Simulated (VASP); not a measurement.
Write the native input for VASP 6.6.1 that does the following.

```
Task                   : single point
Functional             : LDA
Potentials or basis    : VASP PAW LDA potentials, release 64 (Mn_pv, O)
Cutoff                 : 520 eV
k mesh                 : 10 × 10 × 10
Occupations            : fermi-dirac, width 0.3 eV
Spin                   : collinear spin, ferromagnetic start
Starting moments       : [4.0, 0.0] μB
Dipole correction      : no
Further INCAR settings : ALGO = Normal; EDIFF = 1e-06; NBANDS = 20
```

The structure of MnO lies in POSCAR:

```
MnO
1.0
    0.0000000000      2.2230000000      2.2230000000
    2.2230000000      0.0000000000      2.2230000000
    2.2230000000      2.2230000000      0.0000000000
Mn O
1 1
Direct
    0.0000000000      0.0000000000      0.0000000000
    0.5000000000      0.5000000000      0.5000000000
```

The input as run:

INCAR

```
PREC = Accurate
ENCUT = 520
EDIFF = 1E-6
ISMEAR = -1
SIGMA = 0.3
LREAL = F
LASPH = T
NELM = 150
ALGO = Normal
ISIF = 2
LWAVE = F
LCHARG = F
ISPIN = 2
MAGMOM = 4 0
LORBIT = 11
LMAXMIX = 4
GGA = CA
NBANDS = 20
```

KPOINTS

```
Automatic mesh
0
Gamma
  10 10 10
```

Potentials or basis: VASP PAW LDA potentials, release 64 (Mn_pv, O).

The run is started by

```console
$ cat potpaw_LDA.64/Mn_pv/POTCAR potpaw_LDA.64/O/POTCAR > POTCAR
$ mpirun -np 1 vasp_std > vasp.out
```

It gave:

```
Pressure                                              : -19.5 GPa
Net moment                                            : 4.31 μB per cell
Site moments                                          : Mn +3.94; O +0.16 μB
Valence electrons inside the program's atomic spheres : Mn 11.38; O 4.92
```

Caveat: the cell stands under tension; so wide a smearing shifts energies and pressures; a cell with one magnetic atom can't hold antiferromagnetic order, which such compounds often take.

Run time: 21 s on 1 thread of Intel(R) Xeon(R) Platinum 8488C (Sapphire Rapids) (shared host), peak memory 0.15 GiB.
